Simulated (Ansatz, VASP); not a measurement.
# Two plane-wave programs on TiGe

INCAR

```
ALGO = Normal
EDIFF = 1E-7
EDIFFG = -0.04
ENCUT = 600
GGA = PE
IBRION = 2
ISIF = 3
ISMEAR = 0
LASPH = T
LCHARG = F
LREAL = F
LWAVE = F
NELM = 60
NSW = 90
PREC = Accurate
SIGMA = 0.1
```

Contents of KPOINTS:

```
k-points
0
Gamma
  6 6 6
```

Contents of POSCAR:

```
TiGe
1.0
    0.0000000000      2.6105379600      2.6105379600
    2.6105379600      0.0000000000      2.6105379600
    2.6105379600      2.6105379600      0.0000000000
Ti Ge
1 1
Direct
    0.0000000000      0.0000000000      0.0000000000
    0.2500000000      0.2500000000      0.2500000000
```

Input for Ansatz:

```yaml
crystal:
  lattice:
    - [0.0, 2.61053796, 2.61053796]
    - [2.61053796, 0.0, 2.61053796]
    - [2.61053796, 2.61053796, 0.0]
  atoms:
    - { symbol: Ti, position: [0.0, 0.0, 0.0] }
    - { symbol: Ge, position: [0.25, 0.25, 0.25] }
basis:
  ecutwfc: 420
kpoints:
  mp_grid: { grid: [6, 6, 6] }
hamiltonian:
  xc: pbe
scf:
  occupations: { method: gaussian, width: 0.1 }
  lower_state_search: "off"
output:
  forces: true
  stress: true
  eigenvalues: true
relax:
  adjacent_minimum: "off"
  f_tol: 0.04
  max_steps: 70
  cell: { stress_tol: 0.4 }
```

Change from the starting cell: species swapped into the ZnSe type (F-43m, No. 216).

Alike in both runs: task relaxation of cell and atoms; functional PBE; k mesh 6 × 6 × 6; occupations gaussian, width 0.1 eV; no spin polarisation.

|  | VASP | Ansatz |
| --- | --- | --- |
| version | VASP 6.6.1 | Ansatz 0.2.0 |
| potentials or method | VASP PAW PBE potentials, release 64 (Ti_sv, Ge_d), cutoff 600 eV | scalar-relativistic, plane waves, PAW |
| valence electrons in the cell | 26 | 26 |

|  | VASP | Ansatz | Ansatz less VASP |
| --- | --- | --- | --- |
| gap on the k mesh at the Fermi level, each at its own relaxed structure (eV) | 0.25 | 0.24 | -0.006 |
| relaxed volume (Å³/atom) | 24.94 | 24.84 | -0.097 |
| relaxed cell length with the largest relative difference (Å) | 4.132 | 4.126 | -0.0054 |

Noted on VASP's run: the volume moved by over 15 % at a fixed basis, so the end points are rough.
